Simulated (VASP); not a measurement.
# C (Fd-3m) in VASP: a series of runs

C is run at these levels: PBEsol; tasks: single point, relaxation of cell and atoms.

All numbers are computed with VASP 6.6.1; they aren't measurements. Logs are shortened: lines on timing, memory, paths and dates and some standing lists are left out, and cuts for length are marked.

### 1 The cell of the first run

Symmetry: Fd-3m, No. 227, cubic system. Conventional cell: a = 3.536 Å, b = 3.536 Å, c = 3.536 Å, α = 90.00°, β = 90.00°, γ = 90.00°. C (site symmetry -43m) has 4 C at 1.53 Å within 2.0 Å.

### 2 Single point, PBEsol

Contents of INCAR:

```
  PREC = Accurate
  ENCUT = 520
  EDIFF = 1E-6
  ISMEAR = 0
  SIGMA = 0.01
  LREAL = False
  LASPH = True
  NELM = 100
  ALGO = Normal
  ISIF = 2
  LWAVE = False
  LCHARG = True
  GGA = PS
  LELF = True
  LVHAR = True
  NBANDS = 11
```

Contents of KPOINTS:

```
Automatic mesh
0
Gamma
  10 10 10
```

Contents of POSCAR:

```
C
1.0
    0.0000000000      1.7679841394      1.7679841394
    1.7679841394      0.0000000000      1.7679841394
    1.7679841394      1.7679841394      0.0000000000
C
2
Direct
    0.5000000000      0.5000000000      0.5000000000
    0.7500000000      0.7500000000      0.7500000000
```

Potentials or basis: VASP PAW PBE potentials, release 64 (C).

Launch:

```console
cat potpaw_PBE.64/C/POTCAR > POTCAR
mpirun -np 1 vasp_std > vasp.out
```

OUTCAR:

```text
PREC = Accurate
   ENCUT = 520
   EDIFF = 1E-6
   ISMEAR = 0
   LREAL = False
   LASPH = True
   NELM = 100
   ISIF = 2
   GGA = PS

 ion  position               nearest neighbor table
   1  0.500  0.500  0.500-   2 1.53   2 1.53   2 1.53   2 1.53
   2  0.750  0.750  0.750-   1 1.53   1 1.53   1 1.53   1 1.53

  LATTYP: Found a face centered cubic cell.
 ALAT       =     3.5359682788

  Lattice vectors:

 A1 = (   0.0000000000,   1.7679841394,   1.7679841394)
 A2 = (   1.7679841394,   0.0000000000,   1.7679841394)
 A3 = (   1.7679841394,   1.7679841394,   0.0000000000)

Analysis of symmetry for initial positions (statically):
=====================================================================
 Subroutine PRICEL returns:
 Original cell was already a primitive cell.

 Routine SETGRP: Setting up the symmetry group for a
 face centered cubic supercell.

 Subroutine GETGRP returns: Found 48 space group operations
 (whereof 24 operations were pure point group operations)
 out of a pool of 48 trial point group operations.

The static configuration has the point symmetry T_d .
 The point group associated with its full space group is O_h .

Analysis of symmetry for dynamics (positions and initial velocities):
=====================================================================
 Subroutine PRICEL returns:
 Original cell was already a primitive cell.

 Routine SETGRP: Setting up the symmetry group for a
 face centered cubic supercell.

 Subroutine GETGRP returns: Found 48 space group operations
 (whereof 24 operations were pure point group operations)
 out of a pool of 48 trial point group operations.

The dynamic configuration has the point symmetry T_d .
 The point group associated with its full space group is O_h .

 Subroutine INISYM returns: Found 48 space group operations
 (whereof 24 operations are pure point group operations),
 and found     1 'primitive' translations

----------------------------------------------------------------------------------------

                                     Primitive cell

  volume of cell :      11.0526

  direct lattice vectors                    reciprocal lattice vectors
     0.000000000  1.767984139  1.767984139    -0.282807967  0.282807967  0.282807967
     1.767984139  0.000000000  1.767984139     0.282807967 -0.282807967  0.282807967
     1.767984139  1.767984139  0.000000000     0.282807967  0.282807967 -0.282807967

  length of vectors
     2.500307148  2.500307148  2.500307148     0.489837767  0.489837767  0.489837767

  position of ions in fractional coordinates (direct lattice)
     0.500000000  0.500000000  0.500000000
     0.750000000  0.750000000  0.750000000

  ion indices of the primitive-cell ions
   primitive index   ion index
                 1           1
                 2           2

----------------------------------------------------------------------------------------

 KPOINTS: Automatic mesh

Automatic generation of k-mesh.
 Grid dimensions read from file:
 generate k-points for:   10   10   10

 Generating k-lattice:

  Cartesian coordinates                     Fractional coordinates (reciprocal lattice)
    -0.028280797  0.028280797  0.028280797     0.100000000  0.000000000  0.000000000
     0.028280797 -0.028280797  0.028280797     0.000000000  0.100000000  0.000000000
     0.028280797  0.028280797 -0.028280797     0.000000000  0.000000000  0.100000000

  Length of vectors
     0.048983777  0.048983777  0.048983777

  Shift w.r.t. Gamma in fractional coordinates (k-lattice)
     0.000000000  0.000000000  0.000000000

 Subroutine IBZKPT returns following result:
 ===========================================

 Found     47 irreducible k-points:

 Following reciprocal coordinates:
            Coordinates               Weight
  0.000000  0.000000  0.000000      1.000000
  0.100000  0.000000  0.000000      8.000000
  0.200000  0.000000  0.000000      8.000000
  0.300000  0.000000  0.000000      8.000000
  0.400000  0.000000  0.000000      8.000000
  0.500000  0.000000  0.000000      4.000000
[... 16 lines left out ...]
  0.300000  0.300000  0.000000      6.000000
  0.400000  0.300000  0.000000     24.000000
 [... further k-points ...]
   k-points           NKPTS =     47   k-points in BZ     NKDIM =     47   number of bands    NBANDS=     11
   number of dos      NEDOS =    301   number of ions     NIONS =      2
   total plane-waves  NPLWV =   8000
   dimension x,y,z NGX =    20 NGY =   20 NGZ =   20
   dimension x,y,z NGXF=    40 NGYF=   40 NGZF=   40
   ions per type =               2
   NGX,Y,Z   is equivalent  to a cutoff of  13.30, 13.30, 13.30 a.u.
   NGXF,Y,Z  is equivalent  to a cutoff of  26.60, 26.60, 26.60 a.u.
 SYSTEM =  unknown system
   PREC   = accura    normal or accurate (medium, high low for compatibility)
   ISTART =      0    job   : 0-new  1-cont  2-samecut
   ICHARG =      2    charge: 1-file 2-atom 10-const
   ISPIN  =      1    spin polarized calculation?
   LNONCOLLINEAR =      F non collinear calculations
   LSORBIT =      F    spin-orbit coupling
   LASPH  =      T    aspherical Exc in radial PAW
   ENCUT  =  520.0 eV  38.22 Ry    6.18 a.u.   4.65  4.65  4.65*2*pi/ulx,y,z
   NELM   =    100;   NELMIN=  2; NELMDL= -5     # of ELM steps
   EDIFF  = 0.1E-05   stopping-criterion for ELM
   LREAL  =      F    real-space projection
   EDIFFG = 0.1E-04   stopping-criterion for IOM
   NSW    =      0    number of steps for IOM
   IBRION =     -1    ionic relax: 0-MD 1-quasi-New 2-CG
   NFREE  =      0    steps in history (QN), initial steepest desc. (CG)
   ISIF   =      2    stress and relaxation
   ISYM   =      2    0-nonsym 1-usesym 2-fastsym
   POTIM  = 0.5000    time-step for ionic-motion
   TEBEG  =    0.0;   TEEND  =   0.0 temperature during run
   PSTRESS=    0.0 pullay stress
   NELECT =       8.0000    total number of electrons
   NUPDOWN=      -1.0000    fix difference up-down
   EMIN   =  10.00;   EMAX   =-10.00  energy-range for DOS
   EFERMI =   0.00;   METHOD = LEGACY
   ISMEAR =     0;   SIGMA  =   0.01  broadening in eV -4-tet -1-fermi 0-gaus
   EFERMI_NEDOS =   21; number of points for ismear=-14 and -15
   IALGO  =     38    algorithm
   IMIX   =      4    mixing-type and parameters
     AMIX     =   0.40;   BMIX     =  1.00
     AMIX_MAG =   1.60;   BMIX_MAG =  1.00
  volume/ion in A,a.u.               =       5.53        37.29
  Fermi-wavevector in a.u.,A,eV,Ry     =   1.469884  2.777678 29.396199  2.160560
  Thomas-Fermi vector in A             =   2.585208
   LORBIT       =      0    0 simple, 1 ext, 2 COOP (PROOUT), +10 PAW based schemes
   GGA     = PS    functional components
   LHFCALC =     F    Hartree Fock is set to
   AEXX    =    0.0000 exact exchange contribution
   IVDW    =     0    specifies the selected vdW correction
   LEPSILON=     F    determine dielectric tensor
   LRPA    =     F    only Hartree local field effects (RPA)
 non-spin polarized calculation
 Gauss-broadening in eV      SIGMA  =   0.01
  energy-cutoff  :      520.00
  volume of cell :       11.05
 maximum number of plane-waves:       307
   NGX =  9   NGY =  9   NGZ =  9

 number of electron       7.9999999 magnetization

 Free energy of the ion-electron system (eV)
  ---------------------------------------------------
  ext. energy  EPLUGINS =         0.00000000
  ---------------------------------------------------
  free energy    TOTEN  =       -19.24455707 eV

  energy without entropy =      -19.24455707  energy(sigma->0) =      -19.24455707

 E-fermi :  10.1733     XC(G=0): -13.5616

 val. band max:       10.0890585800   @ k =   0.0000   0.0000   0.0000
 cond. band min:      14.1810825229   @ k =   0.4000   0.4000   0.0000
 fundamental gap:      4.0920239429
 Fermi energy:        10.1732966704

 k-point     1 :       0.0000    0.0000    0.0000
  band No.  band energies     occupation
      1     -11.7856      2.00000
      2      10.0891      2.00000
      3      10.0891      2.00000
      4      10.0891      2.00000
      5      15.6998      0.00000
      6      15.6998      0.00000
      7      15.6998      0.00000
      8      24.0549      0.00000
      9      29.3849      0.00000
     10      36.8466      0.00000
     11      36.8466      0.00000

 k-point     2 :       0.1000    0.0000    0.0000
  band No.  band energies     occupation
      1     -11.5030      2.00000
      2       8.3671      2.00000
      3       9.6255      2.00000
      4       9.6255      2.00000
      5      16.3075      0.00000
      6      16.3075      0.00000
      7      16.6927      0.00000
      8      24.2477      0.00000
      9      29.8424      0.00000
     10      34.1583      0.00000
     11      34.1583      0.00000

 k-point     3 :       0.2000    0.0000    0.0000
  band No.  band energies     occupation
      1     -10.6601      2.00000
      2       5.0890      2.00000
      3       8.7222      2.00000
      4       8.7222      2.00000
      5      17.4665      0.00000
      6      17.4665      0.00000
      7      17.9916      0.00000
      8      24.7685      0.00000
      9      30.6326      0.00000
     10      32.6101      0.00000
     11      32.6101      0.00000

 k-point     4 :       0.3000    0.0000    0.0000
  band No.  band energies     occupation
      1      -9.2751      2.00000
      2       1.6157      2.00000
      3       7.9116      2.00000
      4       7.9116      2.00000
      5      18.2872      0.00000
      6      18.2872      0.00000
      7      18.7775      0.00000
      8      25.3753      0.00000
      9      31.0158      0.00000
     10      32.9074      0.00000
     11      32.9074      0.00000
[... 239 lines left out ...]
 k-point    22 :      -0.2000    0.2000    0.0000
  band No.  band energies     occupation
      1      -8.8176      2.00000
      2       2.9922      2.00000
      3       3.8881      2.00000
      4       8.0465      2.00000
      5      18.6739      0.00000
      6      18.7780      0.00000
      7      20.7444      0.00000
      8      24.0492      0.00000
      9      30.1004      0.00000
     10      31.1466      0.00000
     11      34.3356      0.00000

 k-point    23 :       0.3000    0.3000    0.0000
  band No.  band energies     occupation
      1      -8.4438      2.00000
      2       3.9683      2.00000
      3       5.0420      2.00000
      4       5.0420      2.00000
      5      14.2765      0.00000
      6      18.7018      0.00000
      7      23.4340      0.00000
      8      23.4340      0.00000
      9      31.3601      0.00000
     10      33.0912      0.00000
     11      41.1331      0.00000

 k-point    24 :       0.4000    0.3000    0.0000
  band No.  band energies     occupation
      1      -7.0942      2.00000
      2       1.9440      2.00000
      3       3.9137      2.00000
      4       4.5593      2.00000
      5      14.8331      0.00000
      6      18.0333      0.00000
      7      24.4426      0.00000
      8      24.5289      0.00000
      9      32.2506      0.00000
     10      33.1767      0.00000
     11      41.1160      0.00000

 [... further k-points ...]
[... 5 lines left out ...]
  --------------------------------------------------------------------------------------
  -------------------------------------------------------------------------------------
  Total        0.5632669      0.5632669      0.5632669     -0.0000000     -0.0000000      0.0000000
  in kB       81.6506679     81.6506679     81.6506679     -0.0000000     -0.0000000      0.0000000
  external PRESSURE =      81.6506679 kB  Pullay stress =       0.0000000 kB

 VOLUME and BASIS-vectors are now :
 -----------------------------------------------------------------------------
  energy-cutoff  :      520.00
  volume of cell :       11.05
      direct lattice vectors                 reciprocal lattice vectors
     0.000000000  1.767984139  1.767984139    -0.282807967  0.282807967  0.282807967
     1.767984139  0.000000000  1.767984139     0.282807967 -0.282807967  0.282807967
     1.767984139  1.767984139  0.000000000     0.282807967  0.282807967 -0.282807967

 POSITION                                       TOTAL-FORCE (eV/Angst)
 -----------------------------------------------------------------------------------
      1.76798      1.76798      1.76798         0.000000      0.000000      0.000000
      2.65198      2.65198      2.65198        -0.000000     -0.000000     -0.000000
 -----------------------------------------------------------------------------------
    total drift:                                0.000000     -0.000000      0.000000

  FREE ENERGIE OF THE ION-ELECTRON SYSTEM (eV)
  ---------------------------------------------------
  free  energy   TOTEN  =       -19.2445570669 eV

  energy  without entropy=      -19.2445570669  energy(sigma->0) =      -19.24455707
```

Run time: 3.9 s. Hardware: 1 thread of Intel Xeon Platinum 8375C at 2.90GHz (Ice Lake), shared host; peak memory 0.11 GiB.

Results:

| Property | Result |
| --- | --- |
| Free energy | -19.2446 eV |
| Pressure | 8.2 GPa |
| Band gap on the k mesh | 4.09 eV, indirect (least direct gap 5.61 eV) |

Levels at points of the mesh, in eV from the valence-band top:
```csv
k point,band 1,band 2,band 3,band 4,band 5,band 6,band 7,band 8,band 9
"(0.00, 0.00, 0.00)",-21.87,0.00,0.00,0.00,5.61,5.61,5.61,13.97,19.30
"(0.50, 0.00, 0.00)",-15.89,-13.76,-2.88,-2.88,8.49,8.49,9.19,15.72,22.03
"(0.50, 0.50, 0.00)",-12.96,-12.96,-6.50,-6.50,4.65,4.65,17.19,17.19,23.57
```

Caveat: the PAW data sets were made with another functional, which shifts forces and pressure a little. A k mesh can miss the band edges.

### 3 Relaxation of cell and atoms, PBEsol, target pressure 1 GPa, at which the enthalpy is minimised

This run uses another cell than the first one, of 5.61 Å³/atom, 1.015 times its volume.

Contents of INCAR:

```
  PREC = Accurate
  ENCUT = 600
  EDIFF = 1E-6
  ISMEAR = 0
  SIGMA = 0.01
  LREAL = False
  LASPH = True
  NELM = 60
  ALGO = Normal
  ISIF = 3
  LWAVE = False
  LCHARG = False
  GGA = PS
  IBRION = 2
  NSW = 100
  EDIFFG = -0.002
  PSTRESS = 10.0
```

KPOINTS is that of step 2.

Contents of POSCAR:

```
C
1.0
    0.0000000000      1.7769046376      1.7769046376
    1.7769046376      0.0000000000      1.7769046376
    1.7769046376      1.7769046376      0.0000000000
C
2
Direct
    0.5000000000      0.5000000000      0.5000000000
    0.7500000000      0.7500000000      0.7500000000
```

Potentials or basis: VASP PAW PBE potentials, release 64 (C).

Launch:

```console
cat potpaw_PBE.64/C/POTCAR > POTCAR
mpirun -np 1 vasp_std > vasp.out
```

Run time: 5.3 s. Hardware: 1 thread of Intel Xeon Platinum 8375C at 2.90GHz (Ice Lake), shared host; peak memory 0.11 GiB.

Results (log left out):

```yaml
Free_energy: -19.2541 eV
Relaxed_volume: 5.60 Å³/atom
Relaxed_cell: a = 2.512 Å, b = 2.512 Å, c = 2.512 Å, α = 60.00°, β = 60.00°, γ = 60.00°
Space_group_after_relaxing_to_0.05_Å: Fd-3m (No. 227)
Energy_change_on_relaxing_the_enthalpy_is_what_falls: +0.0 meV/atom
Ionic_steps: 3
Pressure_after_relaxing: 1.0 GPa
Band_gap_on_the_k_mesh: 4.06 eV, indirect (least direct gap 5.57 eV)
```

Final structure:
```cif
data_structure
_symmetry_space_group_name_H-M 'P 1'
_symmetry_Int_Tables_number 1
_cell_length_a 2.5119
_cell_length_b 2.5119
_cell_length_c 2.5119
_cell_angle_alpha 60.000
_cell_angle_beta 60.000
_cell_angle_gamma 60.000
_cell_volume 11.21
loop_
_atom_site_label
_atom_site_type_symbol
_atom_site_fract_x
_atom_site_fract_y
_atom_site_fract_z
_atom_site_occupancy
C1 C 0.50000 0.50000 0.50000 1
C2 C 0.75000 0.75000 0.75000 1
```

Levels at points of the mesh, in eV from the valence-band top:
| k point | band 1 | band 2 | band 3 | band 4 | band 5 | band 6 | band 7 | band 8 |
| --- | --- | --- | --- | --- | --- | --- | --- | --- |
| (0.00, 0.00, 0.00) | -21.69 | 0.00 | 0.00 | 0.00 | 5.57 | 5.57 | 5.57 | 13.65 |
| (0.50, 0.00, 0.00) | -15.78 | -13.60 | -2.84 | -2.84 | 8.43 | 8.43 | 9.00 | 15.60 |
| (0.50, 0.50, 0.00) | -12.86 | -12.86 | -6.41 | -6.41 | 4.63 | 4.63 | 16.97 | 16.97 |

Caveat: the cell is relaxed towards a set pressure, so the enthalpy falls and the energy may rise; the PAW data sets were made with another functional, which shifts forces and pressure a little. A k mesh can miss the band edges.

### 4 Relaxation of cell and atoms, PBEsol, target pressure 2 GPa, at which the enthalpy is minimised

This run uses another cell than the first one, of 5.61 Å³/atom, 1.015 times its volume.

Contents of INCAR:

```
SYSTEM = C
ALGO = Normal
EDIFF = 1E-6
EDIFFG = -0.002
ENCUT = 600
GGA = PS
IBRION = 2
ISIF = 3
ISMEAR = 0
LASPH = .TRUE.
LCHARG = .FALSE.
LREAL = .FALSE.
LWAVE = .FALSE.
NELM = 60
NSW = 100
PREC = Accurate
PSTRESS = 20.0
SIGMA = 0.01
```

Contents of KPOINTS:

```
k-points
0
G
  10 10 10
  0 0 0
```

POSCAR is that of step 3.

Launch:

```console
cat potpaw_PBE.64/C/POTCAR > POTCAR
mpirun -np 1 vasp_std > vasp.out
```

Wall time 5.4 s (1 thread of Intel Xeon Platinum 8375C at 2.90GHz (Ice Lake), shared host); peak memory 0.11 GiB.

It converged, with:

- Free energy: -19.2539 eV
- Relaxed volume: 5.59 Å³/atom
- Relaxed cell: a = 2.510 Å, b = 2.510 Å, c = 2.510 Å, α = 60.00°, β = 60.00°, γ = 60.00°
- Space group after relaxing (to 0.05 Å): Fd-3m (No. 227)
- Energy change on relaxing (the enthalpy is what falls): +0.1 meV/atom
- Ionic steps: 3
- Pressure after relaxing: 2.0 GPa
- Band gap on the k mesh: 4.07 eV, indirect (least direct gap 5.58 eV)

Step by step:
```csv
step,energy change (eV),largest force (eV/Å),pressure (GPa),volume (Å³)
1,0.0000,0.0000,0.44,11.22
2,0.0012,0.0000,4.07,11.13
3,0.0003,0.0000,2.00,11.18
```

Final structure:
```
C
1.0
     0.00000    1.77486    1.77486
     1.77486    0.00000    1.77486
     1.77486    1.77486    0.00000
C
2
Direct
  0.50000 0.50000 0.50000
  0.75000 0.75000 0.75000
```

Levels at points of the mesh, in eV from the valence-band top:
```
           k point  band 1  band 2  band 3  band 4  band 5  band 6  band 7  band 8
(0.00, 0.00, 0.00)  -21.72    0.00    0.00    0.00    5.58    5.58    5.58   13.70
(0.50, 0.00, 0.00)  -15.80  -13.63   -2.85   -2.85    8.44    8.44    9.03   15.62
(0.50, 0.50, 0.00)  -12.88  -12.88   -6.43   -6.43    4.63    4.63   17.00   17.00
```

Caveat: the cell is relaxed towards a set pressure, so the enthalpy falls and the energy may rise; the PAW data sets were made with another functional, which shifts forces and pressure a little.

### 5 Relaxation of cell and atoms, PBEsol, target pressure 4 GPa, at which the enthalpy is minimised

This run uses another cell than the first one, of 5.61 Å³/atom, 1.015 times its volume.

Contents of INCAR:

```
SYSTEM = C
ALGO = Normal
EDIFF = 1E-7
EDIFFG = -0.002
ENCUT = 600
GGA = PS
IBRION = 2
ISIF = 3
ISMEAR = 0
LASPH = .True.
LCHARG = .False.
LREAL = .False.
LWAVE = .False.
NELM = 100
NSW = 100
PREC = Accurate
PSTRESS = 40.0
SIGMA = 0.01
```

Contents of KPOINTS:

```
k-points
0
Gamma
  10 10 10
  0 0 0
```

POSCAR is that of step 4.

Launch:

```console
cat potpaw_PBE.64/C/POTCAR > POTCAR
mpirun -np 1 vasp_std > vasp.out
```

It took 6.4 s on 1 thread of Intel Xeon Platinum 8375C at 2.90GHz (Ice Lake), shared host; peak memory 0.12 GiB.

The run converged. Its results:

```yaml
Free_energy: -19.2530 eV
Relaxed_volume: 5.57 Å³/atom
Relaxed_cell: a = 2.506 Å, b = 2.506 Å, c = 2.506 Å, α = 60.00°, β = 60.00°, γ = 60.00°
Space_group_after_relaxing_to_0.05_Å: Fd-3m (No. 227)
Energy_change_on_relaxing_the_enthalpy_is_what_falls: +0.6 meV/atom
Ionic_steps: 3
Pressure_after_relaxing: 4.0 GPa
Band_gap_on_the_k_mesh: 4.08 eV, indirect (least direct gap 5.59 eV)
```

The path:
```csv
step,energy change (eV),largest force (eV/Å),pressure (GPa),volume (Å³)
1,0.0000,0.0000,0.44,11.22
2,0.0058,0.0000,8.87,11.02
3,0.0012,0.0000,4.00,11.13
```

Final structure:
```xyz
2
Lattice="0.0000 1.7723 1.7723 1.7723 0.0000 1.7723 1.7723 1.7723 0.0000" Properties=species:S:1:pos:R:3 pbc="T T T"
C     1.7723    1.7723    1.7723
C     2.6585    2.6585    2.6585
```

Levels at points of the mesh, in eV from the valence-band top:
```tsv
k point	band 1	band 2	band 3	band 4	band 5	band 6	band 7	band 8
(0.00, 0.00, 0.00)	-21.77	0.00	0.00	0.00	5.59	5.59	5.59	13.80
(0.50, 0.00, 0.00)	-15.83	-13.68	-2.86	-2.86	8.46	8.46	9.09	15.65
(0.50, 0.50, 0.00)	-12.91	-12.91	-6.45	-6.45	4.64	4.64	17.07	17.07
```

Caveat: the cell is relaxed towards a set pressure, so the enthalpy falls and the energy may rise; the PAW data sets were made with another functional, which shifts forces and pressure a little. A k mesh can miss the band edges.

[end of part 1 of 2]
